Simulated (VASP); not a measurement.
Runs of VASP 6.6.1 on Sr2C. The structure is that of space group R-3m (No. 166), or close to it. The cells are those of the table. 

| task | cell | k mesh | cutoff (eV) | gap on the mesh (eV) | pressure (GPa) | largest force (eV/Å) |
| --- | --- | --- | --- | --- | --- | --- |
| single point | a = 7.004 Å, angles 34.5°, 3 atoms | 6 × 6 × 6 | 520 | none | 0.1 | - |
| single point | a = 7.005 Å, angles 34.5°, 3 atoms | 15 × 15 × 15 | 520 | none | 0.2 | (a) |
| single point | a = 6.777 Å, angles 33.2°, 3 atoms | 6 × 6 × 6 | 520 | none | 3.7 | 0.37 |
| relaxation of cell and atoms | relaxed from a = 6.777 Å, angles 33.2°, 3 atoms | 6 × 6 × 6 | 600 | none | 0.1 | 0.01 |

Alike in all rows: level PBE; potentials or basis VASP PAW PBE potentials, release 64 (Sr_sv, C); no spin polarisation; smearing gaussian 0.1 eV.

Task: Fill in the values left out.

Result: (a) 0.03.

A k mesh can miss the band edges, and the runs leave out spin-orbit coupling on Sr.

A gap of «none» marks levels without a gap at the run's occupations.
